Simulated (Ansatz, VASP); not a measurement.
## Mo: VASP beside Ansatz

INCAR

```
PREC = Accurate
ENCUT = 520
EDIFF = 1E-6
ISMEAR = -1
SIGMA = 0.1
LREAL = False
LASPH = True
NELM = 60
ALGO = Normal
ISIF = 2
LWAVE = False
LCHARG = True
GGA = PE
LELF = True
LVHAR = True
NBANDS = 28
```

KPOINTS

```
Automatic mesh
0
Gamma
  10 10 16
```

POSCAR

```
Mo
1.0
    4.7300226112      0.0000000000      0.0000000000
   -2.3650113056      4.0963197418      0.0000000000
    0.0000000000      0.0000000000      2.5966963468
Mo
3
Direct
    0.0000000000      0.0000000000      1.0000000000
    0.3333333333      0.6666666667      0.5000000000
    0.6666666667      0.3333333333      0.5000000000
```

Input for Ansatz:

```yaml
crystal:
  lattice:
    - [4.7300226112, 0.0, 0.0]
    - [-2.3650113056, 4.0963197418, 0.0]
    - [0.0, 0.0, 2.5966963468]
  atoms:
    - { symbol: Mo, position: [0.0, 0.0, 1.0] }
    - { symbol: Mo, position: [0.3333333333, 0.6666666667, 0.5] }
    - { symbol: Mo, position: [0.6666666667, 0.3333333333, 0.5] }
hamiltonian:
  xc: pbe
  pseudopotentials:
    kind: paw
    azcp:
      Mo: "pseudopotentials/Mo.paw.azcp"
basis:
  ecutwfc: 420
  fft_grid_basis: typed
kpoints:
  mp_grid: { grid: [10, 10, 16], shift: [0, 0, 0] }
magnetization:
  spin_polarized: false
scf:
  occupations: { method: fermi_dirac, width: 0.1 }
output:
  stress: true
```

Alike in both runs: task single point; functional PBE; k mesh 10 × 10 × 16; occupations fermi-dirac, width 0.1 eV; no spin polarisation.

|  | VASP | Ansatz |
| --- | --- | --- |
| version | VASP 6.6.1 | Ansatz 0.2.0 |
| potentials or method | VASP PAW PBE potentials, release 64 (Mo_sv), cutoff 520 eV | plane waves (420 eV) with PAW, scalar-relativistic |
| valence electrons in the cell | 42 | 42 |

```csv
,VASP,Ansatz,Ansatz less VASP
pressure (GPa),-8.1,-8.5,-0.41
"traceless stress, the component that is largest in VASP (GPa)",-0.75,-0.86,-0.112
```
